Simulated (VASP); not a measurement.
## PbSe: single point with PBE

PbSe:

```
Pb Se
1.0
     2.25454   -5.89509    0.11029
     2.25454    5.89509   -0.11029
     0.00000   -0.08002    4.69914
Pb Se
2 2
Direct
  0.63402 0.36598 0.75298
  0.36904 0.63096 0.24290
  0.86126 0.13874 0.75181
  0.13567 0.86433 0.25231
```

This cell differs from its parent crystal: strained and its atoms moved.

| Item | Value |
| --- | --- |
| Program | VASP 6.6.1 |
| Task | single point |
| Functional | PBE |
| Potentials or basis | VASP PAW PBE potentials, release 64 (Pb_d, Se) |
| Cutoff | 500 eV |
| k mesh | 8 × 8 × 6 |
| Occupations | gaussian, width 0.02 eV |
| Spin | no spin polarisation |

```
Pressure               : -1.0 GPa
Largest force          : 0.703 eV/Å
Band gap on the k mesh : 1.26 eV
```

Forces on the atoms (eV/Å):
```
Pb   0.000  0.610 -0.015
Pb   0.000 -0.191 -0.013
Se   0.000 -0.701 -0.053
Se   0.000  0.281  0.082
```

Stress tensor (GPa, compression positive):
```
-3.33  0.00  0.00
 0.00  3.96  0.63
 0.00  0.63 -3.49
```

Levels at points of the mesh, in eV from the valence-band top:
```tsv
k point	band 16	band 17	band 18	band 19	band 20	band 21	band 22	band 23	band 24	band 25
(0.00, 0.00, 0.00)	-2.50	-1.73	-1.07	-0.74	-0.32	4.10	4.56	4.68	4.82	4.94
(0.50, 0.00, 0.00)	-1.57	-1.06	-0.70	-0.63	-0.32	1.70	1.87	1.90	2.86	3.42
(0.50, 0.50, 0.00)	-2.01	-1.34	-0.91	-0.53	-0.28	1.76	3.66	4.35	4.58	4.83
(0.00, 0.00, 0.50)	-2.31	-0.74	-0.60	-0.23	-0.05	1.66	1.71	2.27	2.50	5.52
(0.50, 0.00, 0.50)	-3.43	-2.44	-2.35	-0.89	-0.65	3.63	3.76	4.72	4.79	5.65
(0.50, 0.50, 0.50)	-0.81	-0.63	-0.57	-0.44	-0.39	1.49	1.53	2.97	3.06	3.62
```

It took 10 min on 1 thread of Oxide Virtual Turin-like Processor, on a shared host, peak memory 0.46 GiB.

Caveat: the cell differs from its parent crystal (strained and its atoms moved); the stress differs along the axes, from -3 to 4 GPa; spin-orbit coupling is left out, which moves the levels of the heavy elements. A k mesh can miss the band edges.
